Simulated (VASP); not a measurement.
# BIr12 in VASP: single point with PBE

Aim: the single point of BIr12 with PBE.

Everything below comes from runs of VASP 6.6.1. Logs are shortened: lines on timing, memory, paths and dates and some standing lists are left out, and cuts for length are marked.

## Step 1: The cell of the first run

The cell holds a slab with vacuum, 13 atoms: a = 5.431 Å, b = 5.431 Å, c = 15.434 Å, α = 90.00°, β = 90.00°, γ = 60.00°.

## Step 2: Single point, PBE

File INCAR:

```
SYSTEM = BIr12
PREC = Accurate
ENCUT = 420
EDIFF = 1E-6
ISMEAR = 0
SIGMA = 0.05
LREAL = .FALSE.
LASPH = .TRUE.
NELM = 120
ALGO = Normal
ISIF = 2
LWAVE = .FALSE.
LCHARG = .FALSE.
GGA = PE
NBANDS = 116
GGA_COMPAT = .FALSE.
NELMDL = -8
```

File KPOINTS:

```
Automatic mesh
0
G
  4 4 1
  0 0 0
```

File POSCAR:

```
BIr12
1.0
    5.4305800000      0.0000000000      0.0000000000
    2.7152900000      4.7030200000      0.0000000000
    0.0000000000      0.0000000000     15.4340500000
Ir B
12 1
Direct
    0.1666666312      0.1666667375      0.0647918077
    0.6666666312      0.1666667375      0.0647918077
    0.1666666312      0.6666667375      0.0647918077
    0.6666666312      0.6666667375      0.0647918077
   -0.1664952444      0.3329890156      0.2068848423
    0.3333311097      0.3333326246      0.2054999822
   -0.1664928718      0.8335061301      0.2068909327
    0.3329913606      0.8335031533      0.2068813435
    0.0000145890      0.0000021263      0.3472143086
    0.4973294508      0.0053676149      0.3556220823
    0.0053740753      0.4973202325      0.3556228598
    0.4973248527      0.4973132158      0.3556259699
    0.6666541818      0.6666629102      0.4382495197
```

Potentials or basis: VASP PAW PBE potentials, release 64 (Ir_sv_GW, B).

Launch:

```
$ cat potpaw_PBE.64/Ir_sv_GW/POTCAR potpaw_PBE.64/B/POTCAR > POTCAR
$ mpirun -np 1 vasp_std > vasp.out
```

OUTCAR:

```text
SYSTEM = BIr12
   PREC = Accurate
   ENCUT = 420
   EDIFF = 1E-6
   ISMEAR = 0
   LREAL = .FALSE.
   LASPH = .TRUE.
   NELM = 120
   ISIF = 2
   GGA = PE
   NELMDL = -8

 ion  position               nearest neighbor table
   1  0.167  0.167  0.065-   6 2.68   8 2.70   5 2.70   3 2.72   3 2.72   4 2.72   4 2.72   2 2.72
                             2 2.72
   2  0.667  0.167  0.065-   6 2.68   5 2.70   7 2.70   4 2.72   3 2.72   4 2.72   3 2.72   1 2.72
                             1 2.72
   3  0.167  0.667  0.065-   6 2.68   8 2.70   7 2.70   1 2.72   1 2.72   2 2.72   2 2.72   4 2.72
                             4 2.72
   4  0.667  0.667  0.065-   8 2.70   5 2.70   7 2.70   2 2.72   1 2.72   2 2.72   1 2.72   3 2.72
                             3 2.72
   5  0.834  0.333  0.207-   9 2.67   2 2.70   1 2.70   4 2.70   7 2.71   8 2.71   6 2.72   6 2.72
                             8 2.72   7 2.72  12 2.79  11 2.79
   6  0.333  0.333  0.205-   1 2.68   3 2.68   2 2.68   5 2.72   7 2.72   8 2.72   8 2.72   7 2.72
                             5 2.72  11 2.78  10 2.78  12 2.78
   7  0.834  0.834  0.207-   9 2.67   3 2.70   2 2.70   4 2.70   5 2.71   8 2.71   6 2.72   6 2.72
                             8 2.72   5 2.72  10 2.79  11 2.79
   8  0.333  0.834  0.207-   9 2.67   3 2.70   1 2.70   4 2.70   7 2.71   5 2.71   6 2.72   6 2.72
                             5 2.72   7 2.72  10 2.79  12 2.79
   9  0.000  0.000  0.347-   7 2.67   5 2.67   8 2.67  10 2.72  11 2.72  12 2.72  12 2.72  11 2.72
                            10 2.72
  10  0.497  0.005  0.356-  13 2.04  12 2.67  11 2.67   9 2.72   9 2.72  11 2.76  12 2.76   6 2.78
                             7 2.79   8 2.79
  11  0.005  0.497  0.356-  13 2.04  12 2.67  10 2.67   9 2.72   9 2.72  10 2.76  12 2.76   6 2.78
                             7 2.79   5 2.79
  12  0.497  0.497  0.356-  13 2.04  10 2.67  11 2.67   9 2.72   9 2.72  11 2.76  10 2.76   6 2.78
                             5 2.79   8 2.79
  13  0.667  0.667  0.438-  12 2.04  10 2.04  11 2.04

  LATTYP: Found a hexagonal cell.
 ALAT       =     5.4305797945
 C/A-ratio  =     2.8420630180

  Lattice vectors:

 A1 = (  -2.7152900000,  -4.7030200000,   0.0000000000)
 A2 = (   5.4305800000,   0.0000000000,   0.0000000000)
 A3 = (   0.0000000000,   0.0000000000,  15.4340500000)

Analysis of symmetry for initial positions (statically):
=====================================================================
 Subroutine PRICEL returns:
 Original cell was already a primitive cell.

 Routine SETGRP: Setting up the symmetry group for a
 hexagonal supercell.

 Subroutine GETGRP returns: Found  1 space group operations
 (whereof  1 operations were pure point group operations)
 out of a pool of 24 trial point group operations.

The static configuration has the point symmetry C_1 .

Analysis of symmetry for dynamics (positions and initial velocities):
=====================================================================
 Subroutine PRICEL returns:
 Original cell was already a primitive cell.

 Routine SETGRP: Setting up the symmetry group for a
 hexagonal supercell.

 Subroutine GETGRP returns: Found  1 space group operations
 (whereof  1 operations were pure point group operations)
 out of a pool of 24 trial point group operations.

The dynamic configuration has the point symmetry C_1 .

 Subroutine INISYM returns: Found  1 space group operations
 (whereof  1 operations are pure point group operations),
 and found     1 'primitive' translations

----------------------------------------------------------------------------------------

                                     Primitive cell

  volume of cell :     394.1876

  direct lattice vectors                    reciprocal lattice vectors
     5.430580000  0.000000000  0.000000000     0.184142394 -0.106314666  0.000000000
     2.715290000  4.703020000  0.000000000     0.000000000  0.212629332  0.000000000
     0.000000000  0.000000000 15.434050000     0.000000000  0.000000000  0.064791808

  length of vectors
     5.430580000  5.430579795 15.434050000     0.212629324  0.212629332  0.064791808

  position of ions in fractional coordinates (direct lattice)
     0.166666631  0.166666738  0.064791808
     0.666666631  0.166666738  0.064791808
     0.166666631  0.666666738  0.064791808
     0.666666631  0.666666738  0.064791808
     0.833504756  0.332989016  0.206884842
     0.333331110  0.333332625  0.205499982
     0.833507128  0.833506130  0.206890933
     0.332991361  0.833503153  0.206881344
     0.000014589  0.000002126  0.347214309
     0.497329451  0.005367615  0.355622082
     0.005374075  0.497320233  0.355622860
     0.497324853  0.497313216  0.355625970
     0.666654182  0.666662910  0.438249520

  ion indices of the primitive-cell ions
   primitive index   ion index
                 1           1
                 2           2
                 3           3
                 4           4
                 5           5
                 6           6
                 7           7
                 8           8
                 9           9
                10          10
                11          11
                12          12
                13          13

----------------------------------------------------------------------------------------

 KPOINTS: Automatic mesh

Automatic generation of k-mesh.
 Grid dimensions read from file:
 generate k-points for:    4    4    1

 Generating k-lattice:

  Cartesian coordinates                     Fractional coordinates (reciprocal lattice)
     0.046035598 -0.026578666  0.000000000     0.250000000  0.000000000  0.000000000
     0.000000000  0.053157333  0.000000000     0.000000000  0.250000000  0.000000000
     0.000000000  0.000000000  0.064791808     0.000000000  0.000000000  1.000000000

  Length of vectors
     0.053157331  0.053157333  0.064791808

  Shift w.r.t. Gamma in fractional coordinates (k-lattice)
     0.000000000  0.000000000  0.000000000

 Subroutine IBZKPT returns following result:
 ===========================================

 Found     10 irreducible k-points:

 Following reciprocal coordinates:
            Coordinates               Weight
  0.000000  0.000000  0.000000      1.000000
  0.250000  0.000000  0.000000      2.000000
  0.250000  0.250000  0.000000      2.000000
  0.000000  0.250000  0.000000      2.000000
  0.500000  0.000000  0.000000      1.000000
  0.500000  0.500000  0.000000      1.000000
  0.000000  0.500000  0.000000      1.000000
  0.500000  0.250000  0.000000      2.000000
  0.250000  0.500000  0.000000      2.000000
 -0.250000  0.250000  0.000000      2.000000
   k-points           NKPTS =     10   k-points in BZ     NKDIM =     10   number of bands    NBANDS=    116
   number of dos      NEDOS =    301   number of ions     NIONS =     13
   total plane-waves  NPLWV = 139968
   dimension x,y,z NGX =    36 NGY =   36 NGZ =  108
   dimension x,y,z NGXF=    72 NGYF=   72 NGZF=  216
   ions per type =              12   1
   NGX,Y,Z   is equivalent  to a cutoff of  11.02, 11.02, 11.63 a.u.
   NGXF,Y,Z  is equivalent  to a cutoff of  22.04, 22.04, 23.27 a.u.
 SYSTEM =  BIr12
   PREC   = accura    normal or accurate (medium, high low for compatibility)
   ISTART =      0    job   : 0-new  1-cont  2-samecut
   ICHARG =      2    charge: 1-file 2-atom 10-const
   ISPIN  =      1    spin polarized calculation?
   LNONCOLLINEAR =      F non collinear calculations
   LSORBIT =      F    spin-orbit coupling
   LASPH  =      T    aspherical Exc in radial PAW
   ENCUT  =  420.0 eV  30.87 Ry    5.56 a.u.   9.07  9.07 25.79*2*pi/ulx,y,z
   NELM   =    120;   NELMIN=  2; NELMDL= -8     # of ELM steps
   EDIFF  = 0.1E-05   stopping-criterion for ELM
   LREAL  =      F    real-space projection
   EDIFFG = 0.1E-04   stopping-criterion for IOM
   NSW    =      0    number of steps for IOM
   IBRION =     -1    ionic relax: 0-MD 1-quasi-New 2-CG
   NFREE  =      0    steps in history (QN), initial steepest desc. (CG)
   ISIF   =      2    stress and relaxation
   ISYM   =      2    0-nonsym 1-usesym 2-fastsym
   POTIM  = 0.5000    time-step for ionic-motion
   TEBEG  =    0.0;   TEEND  =   0.0 temperature during run
   PSTRESS=    0.0 pullay stress
   NELECT =     207.0000    total number of electrons
   NUPDOWN=      -1.0000    fix difference up-down
   EMIN   =  10.00;   EMAX   =-10.00  energy-range for DOS
   EFERMI =   0.00;   METHOD = LEGACY
   ISMEAR =     0;   SIGMA  =   0.05  broadening in eV -4-tet -1-fermi 0-gaus
   EFERMI_NEDOS =   21; number of points for ismear=-14 and -15
   IALGO  =     38    algorithm
   IMIX   =      4    mixing-type and parameters
     AMIX     =   0.40;   BMIX     =  1.00
     AMIX_MAG =   1.60;   BMIX_MAG =  1.00
  volume/ion in A,a.u.               =      30.32       204.62
  Fermi-wavevector in a.u.,A,eV,Ry     =   1.320780  2.495913 23.734833  1.744461
  Thomas-Fermi vector in A             =   2.450582
   LORBIT       =      0    0 simple, 1 ext, 2 COOP (PROOUT), +10 PAW based schemes
   GGA     = PE    functional components
   LHFCALC =     F    Hartree Fock is set to
   AEXX    =    0.0000 exact exchange contribution
   IVDW    =     0    specifies the selected vdW correction
   LEPSILON=     F    determine dielectric tensor
   LRPA    =     F    only Hartree local field effects (RPA)
 non-spin polarized calculation
 Gauss-broadening in eV      SIGMA  =   0.05
  energy-cutoff  :      420.00
  volume of cell :      394.19
 maximum number of plane-waves:      7734
   NGX = 19   NGY = 19   NGZ = 51

 number of electron     206.9999997 magnetization

 Free energy of the ion-electron system (eV)
  ---------------------------------------------------
  ext. energy  EPLUGINS =         0.00000000
  ---------------------------------------------------
  free energy    TOTEN  =      -111.85970122 eV

  energy without entropy =     -111.83440171  energy(sigma->0) =     -111.84705147

 E-fermi :   2.6427     XC(G=0):  -7.7359

 val. band max:        2.5732669222   @ k =   0.0000   0.0000   0.0000
 cond. band min:       2.6443600276   @ k =  -0.2500   0.2500   0.0000
 fundamental gap:      0.0710931054
 Fermi energy:         2.6427439904

 k-point     1 :       0.0000    0.0000    0.0000
  band No.  band energies     occupation
      1     -90.3070      2.00000
      2     -90.2724      2.00000
      3     -90.2724      2.00000
      4     -89.9919      2.00000
      5     -89.8657      2.00000
      6     -89.8616      2.00000
[... 107 lines left out ...]
    114       4.1891      0.00000
    115       4.1891      0.00000

 k-point     2 :       0.2500    0.0000    0.0000
  band No.  band energies     occupation
      1     -90.3023      2.00000
      2     -90.2767      2.00000
      3     -90.2724      2.00000
      4     -89.9923      2.00000
      5     -89.8603      2.00000
      6     -89.8567      2.00000
[... 936 lines left out ...]
 k-point    10 :      -0.2500    0.2500    0.0000
  band No.  band energies     occupation
      1     -90.2949      2.00000
      2     -90.2835      2.00000
      3     -90.2726      2.00000
      4     -89.9926      2.00000
      5     -89.8521      2.00000
      6     -89.8488      2.00000
[... 107 lines left out ...]
    114       3.4657      0.00000
    115       3.7591      0.00000
 [bands above 115 left out]

------------------------ aborting loop because EDIFF is reached ----------------------------------------

  FORCE on cell =-STRESS in cart. coord.  units (eV):
  Direction    XX          YY          ZZ          XY          YZ          ZX
  --------------------------------------------------------------------------------------
  -------------------------------------------------------------------------------------
  Total       -8.1136230     -8.1143547     -2.4003478      0.0007382      0.0004454      0.0003986
  in kB      -32.9778595    -32.9808336     -9.7562252      0.0030003      0.0018104      0.0016202
  external PRESSURE =     -25.2383061 kB  Pullay stress =       0.0000000 kB

 VOLUME and BASIS-vectors are now :
 -----------------------------------------------------------------------------
  energy-cutoff  :      420.00
  volume of cell :      394.19
      direct lattice vectors                 reciprocal lattice vectors
     5.430580000  0.000000000  0.000000000     0.184142394 -0.106314666  0.000000000
     2.715290000  4.703020000  0.000000000     0.000000000  0.212629332  0.000000000
     0.000000000  0.000000000 15.434050000     0.000000000  0.000000000  0.064791808

 POSITION                                       TOTAL-FORCE (eV/Angst)
 -----------------------------------------------------------------------------------
      1.35764      0.78384      1.00000        -0.088681     -0.051134     -0.145199
      4.07293      0.78384      1.00000         0.088608     -0.051263     -0.144990
      2.71529      3.13535      1.00000        -0.000146      0.102354     -0.145074
      5.43058      3.13535      1.00000         0.000198      0.000004      0.391374
      5.43058      1.56605      3.19307         0.000097      0.008580      0.016179
      2.71528      1.56767      3.17170         0.000109      0.000003     -0.010590
      6.78964      3.92000      3.19316        -0.007502     -0.004341      0.015612
      4.07154      3.91998      3.19302         0.007438     -0.004198      0.016462
      0.00009      0.00001      5.35892        -0.000105     -0.000069     -0.009461
      2.71536      0.02524      5.48869        -0.000079      0.006765      0.002741
      1.37955      2.33891      5.48870         0.005784     -0.003333      0.002815
      4.05111      2.33887      5.48875        -0.006205     -0.003502      0.002069
      5.43050      3.13533      6.76396         0.000484      0.000133      0.008062
 -----------------------------------------------------------------------------------
    total drift:                               -0.000007     -0.000008      0.000130

  FREE ENERGIE OF THE ION-ELECTRON SYSTEM (eV)
  ---------------------------------------------------
  free  energy   TOTEN  =      -111.8597012214 eV

  energy  without entropy=     -111.8344017115  energy(sigma->0) =     -111.84705147
```

It took 17 min on 1 thread of Intel Xeon Platinum 8488C (Sapphire Rapids), shared host; peak memory 0.48 GiB.

Results:

```yaml
Free_energy: -111.8597 eV
Largest_force: 0.391 eV/Å
Band_gap_on_the_k_mesh: zero (an odd number of electrons rules out a gap without spin polarisation)
```

Forces on the atoms (eV/Å):
```
Ir  -0.089 -0.051 -0.145
Ir   0.089 -0.051 -0.145
Ir   0.000  0.102 -0.145
Ir   0.000  0.000  0.391
Ir   0.000  0.009  0.016
Ir   0.000  0.000 -0.011
Ir  -0.008 -0.004  0.016
Ir   0.007 -0.004  0.016
Ir   0.000  0.000 -0.009
Ir   0.000  0.007  0.003
Ir   0.006 -0.003  0.003
Ir  -0.006 -0.004  0.002
B    0.000  0.000  0.008
```

Caveat: spin-orbit coupling is left out, which moves the levels of the heavy elements.
